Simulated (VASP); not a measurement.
Set up this calculation in VASP 6.6.1, as the native input.

| Quantity | Value |
| --- | --- |
| Task | single point |
| Functional | LDA |
| Potentials or basis | VASP PAW LDA potentials, release 64 (Ge_d) |
| Cutoff | 520 eV |
| k mesh | 13 × 13 × 13 |
| Occupations | fermi-dirac, width 0.05 eV |
| Spin | no spin polarisation |
| Dipole correction | no |
| Further INCAR settings | ALGO = Normal; EDIFF = 1e-06; NBANDS = 21 |

The structure of Ge lies in POSCAR:

```
Ge
1.0
    0.0000000000      2.6628085130      2.6628085130
    2.6628085130      0.0000000000      2.6628085130
    2.6628085130      2.6628085130      0.0000000000
Ge
2
Direct
   -0.1250000000     -0.1250000000     -0.1250000000
    0.1250000000      0.1250000000      0.1250000000
```

This cell differs from its parent crystal: volume scaled by 0.85.

These files were run (other wordings do the same):

INCAR

```
  ALGO = Normal
  EDIFF = 1E-6
  ENCUT = 520
  GGA = CA
  ISIF = 2
  ISMEAR = -1
  LASPH = T
  LCHARG = F
  LREAL = F
  LWAVE = F
  NBANDS = 21
  NELM = 80
  PREC = Accurate
  SIGMA = 0.05
```

KPOINTS

```
k-points
0
Gamma
  13 13 13
```

Potentials or basis: VASP PAW LDA potentials, release 64 (Ge_d).

Command:

```sh
$ cat potpaw_LDA.64/Ge_d/POTCAR > POTCAR
$ mpirun -np 1 vasp_std > vasp.out
```

Results of the run:

The pressure is 17.5 GPa. The band gap on the k mesh is 0.21 eV, indirect (least direct gap 1.61 eV).

It took 78 s on 1 thread of Intel(R) Xeon(R) Platinum 8488C (Sapphire Rapids), on a shared host, peak memory 0.17 GiB.
